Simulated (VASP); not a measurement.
# Sn2H3Br: relaxation of cell and atoms with PBE

Crystal: Sn2H3Br.

```
Sn H Br
1.0
     4.81953    0.00000    0.00000
    -2.40976    4.17383    0.00000
     0.00000    0.00000    9.39646
Sn H Br
2 3 1
Cartesian
  2.4098 1.3913 1.0537
  0.0000 2.7826 0.2978
  2.4098 1.3913 2.7987
  0.0000 0.0000 4.2080
  0.0000 0.0000 4.9589
  0.0000 2.7826 7.1672
```

```
Program                : VASP 6.6.1
Task                   : relaxation of cell and atoms
Functional             : PBE
Potentials or basis    : VASP PAW PBE potentials, release 64 (Sn_d, H, Br)
Cutoff                 : 600 eV
k mesh                 : 6 × 6 × 4
Occupations            : gaussian, width 0.1 eV
Spin                   : no spin polarisation
Dipole correction      : no
Further INCAR settings : ALGO = Normal; EDIFF = 1e-06; IBRION = 2; EDIFFG = -0.01; NSW = 100; ISIF = 3
```

| Property | Result |
| --- | --- |
| Relaxed volume | 31.47 Å³/atom |
| Relaxed cell | a = 4.817 Å, b = 4.817 Å, c = 9.396 Å, α = 90.00°, β = 90.00°, γ = 120.00° |
| Space group after relaxing (to 0.1 Å) | P3m1 (No. 156) |
| Energy gained by relaxing | 0.0 meV/atom |
| Ionic steps | 4 |
| Pressure after relaxing | 0.0 GPa |
| Largest force after relaxing | 0.008 eV/Å |
| Band gap on the k mesh | zero (filled and empty bands touch) |

Forces on the atoms (eV/Å):
```
Sn   0.000  0.000 -0.006
Sn   0.000  0.000 -0.002
H    0.000  0.000  0.006
H    0.000  0.000 -0.008
H    0.000  0.000  0.007
Br   0.000  0.000  0.002
```

Final structure:
```cif
data_structure
_symmetry_space_group_name_H-M 'P 1'
_symmetry_Int_Tables_number 1
_cell_length_a 4.8174
_cell_length_b 4.8174
_cell_length_c 9.3957
_cell_angle_alpha 90.000
_cell_angle_beta 90.000
_cell_angle_gamma 120.000
_cell_volume 188.83
loop_
_atom_site_label
_atom_site_type_symbol
_atom_site_fract_x
_atom_site_fract_y
_atom_site_fract_z
_atom_site_occupancy
Sn1 Sn 0.66667 0.33333 0.11224 1
Sn2 Sn 0.33333 0.66667 0.03172 1
H1 H 0.66667 0.33333 0.29774 1
H2 H 0.00000 0.00000 0.44785 1
H3 H 0.00000 0.00000 0.52771 1
Br1 Br 0.33333 0.66667 0.76274 1
```

Levels at points of the mesh, in eV from the Fermi level:
```tsv
k point	band 15	band 16	band 17	band 18	band 19	band 20	band 21	band 22	band 23
(0.00, 0.00, 0.00)	-2.36	-1.70	-1.70	-0.06	-0.02	-0.02	2.64	3.28	3.28
(0.50, 0.00, 0.00)	-3.07	-2.65	-2.05	-1.69	-0.86	1.31	2.90	4.36	5.64
(0.00, 0.00, 0.50)	-2.32	-1.70	-1.70	-0.05	-0.02	-0.02	2.76	3.28	3.28
(0.50, 0.00, 0.50)	-3.06	-2.67	-2.05	-1.68	-0.86	1.33	2.79	4.27	5.73
```

It took 5 min on 1 thread of Intel(R) Xeon(R) Platinum 8259CL CPU @ 2.50GHz (Skylake/Cascade Lake), on a shared host, peak memory 0.45 GiB.

Caveat: spin-orbit coupling is left out, which moves the levels of the heavy elements.
